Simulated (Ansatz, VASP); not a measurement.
Two plane-wave programs on MgCd2SO2

INCAR

```
SYSTEM = MgCd2SO2
PREC = Accurate
ENCUT = 840
EDIFF = 1E-6
ISMEAR = 0
SIGMA = 0.1
LREAL = .False.
LASPH = .True.
NELM = 200
ALGO = Normal
ISIF = 2
LWAVE = .False.
LCHARG = .False.
ISPIN = 2
MAGMOM = 0 0 0 0 1 1
LORBIT = 11
GGA = PE
NBANDS = 47
GGA_COMPAT = .False.
```

KPOINTS

```
regular mesh
0
Gamma
  4 4 4
  0 0 0
```

The input POSCAR:

```
MgCd2SO2
1.0
    4.2087846600      0.0000000000      0.0000000000
    0.0000000000      4.2087846600      0.0000000000
    0.0000000000      0.0000000000      5.4158425100
Mg Cd S O
1 2 1 2
Direct
    0.0000000000      0.0000000000      0.5000000000
    0.5000000000      0.5000000000      0.7223759900
    0.5000000000      0.5000000000      0.2776240100
    0.0000000000      0.0000000000      0.0000000000
    0.5000000000      0.0000000000      0.0000000000
    0.0000000000      0.5000000000      0.0000000000
```

Input for Ansatz:

```yaml
crystal:
  lattice:
    - [4.20878466, 0.0, 0.0]
    - [0.0, 4.20878466, 0.0]
    - [0.0, 0.0, 5.41584251]
  atoms:
    - { symbol: Mg, position: [0.0, 0.0, 0.5] }
    - { symbol: Cd, position: [0.5, 0.5, 0.72237599] }
    - { symbol: Cd, position: [0.5, 0.5, 0.27762401] }
    - { symbol: S, position: [0.0, 0.0, 0.0] }
    - { symbol: O, position: [0.5, 0.0, 0.0], spin: 1.0 }
    - { symbol: O, position: [0.0, 0.5, 0.0], spin: 1.0 }
basis:
  ecutwfc: 420
kpoints:
  mp_grid: { grid: [4, 4, 4] }
hamiltonian:
  xc: pbe
scf:
  occupations: { method: gaussian, width: 0.1 }
  lower_state_search: "off"
output:
  forces: true
  stress: true
  eigenvalues: true
  populations: true
magnetization:
  spin_polarized: true
```

Change from the starting cell: species swapped into the PrSi2Mo2C type (P4/mmm, No. 123).

Alike in both runs: task single point; functional PBE; k mesh 4 × 4 × 4; occupations gaussian, width 0.1 eV; collinear spin.

```csv
,VASP,Ansatz
version,VASP 6.6.1,Ansatz 0.2.0
potentials or method,"VASP PAW PBE potentials, release 64 (Mg_sv, Cd_sv_GW, S, O), cutoff 840 eV","scalar-relativistic, plane waves, PAW"
valence electrons in the cell,68,68
```

VASP gave:

* gap on the k mesh at the Fermi level (eV): none
* pressure (GPa): 3.1
* traceless stress, the component that is largest in VASP (GPa): 2.09
* rms of the force components (eV/Å): 1.061
* net moment per atom (μB): 0.00

Problem. Estimate Ansatz's values.

Solution. gap on the k mesh at the Fermi level (eV): none; pressure (GPa): 3.3; traceless stress, the component that is largest in VASP (GPa): 2.06; rms of the force components (eV/Å): 1.055; net moment per atom (μB): 0.00.

Atom by atom the forces differ by 0.006 eV/Å (rms over components). A gap of «none» marks a metal or a gap that the smearing closes. Ansatz's warnings: seeded moment not kept.

The k mesh is coarse, so the values compare programs but aren't converged.
